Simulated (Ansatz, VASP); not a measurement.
# Mn: VASP beside Ansatz

```
Mn
1.0
    -1.23871    1.23871    1.75200
     1.23871   -1.23871    1.75200
     1.23871    1.23871   -1.75200
Mn
1
Cartesian
  0.0000 0.0000 0.0000
```

Alike in both runs: functional PBE; k mesh 10 × 10 × 10; occupations gaussian, width 0.1 eV; collinear spin.

Ansatz relaxed the structure, and its values are those at the end. VASP's run is a single point on that final structure, the one shown.

```csv
,VASP,Ansatz
version,VASP 6.6.1,Ansatz 0.2.0
potentials or method,"VASP PAW PBE potentials, release 64 (Mn_pv), cutoff 500 eV","scalar-relativistic, plane waves, PAW"
valence electrons in the cell,13,15
```

|  | VASP | Ansatz | Ansatz less VASP |
| --- | --- | --- | --- |
| gap on the k mesh at the Fermi level (eV) | none | none | - |
| pressure (GPa) | -0.2 | 0.0 | +0.25 |
| net moment per atom (μB) | 0.08 | 0.08 | +0.001 |
| size of the moment on the site where the two differ most (μB) | 0.08 | 0.08 | +0.001 |

Site moments also hang on the region over which each program counts them. A gap of «none» marks a metal or a gap that the smearing closes. The functional is the same, so the differences come from potentials, cutoffs and numerics. VASP's potentials hold 13 valence electrons a cell and Ansatz's 15, so a difference there can come from the potentials and not from the codes. Ansatz's warnings: seeded moment not kept.
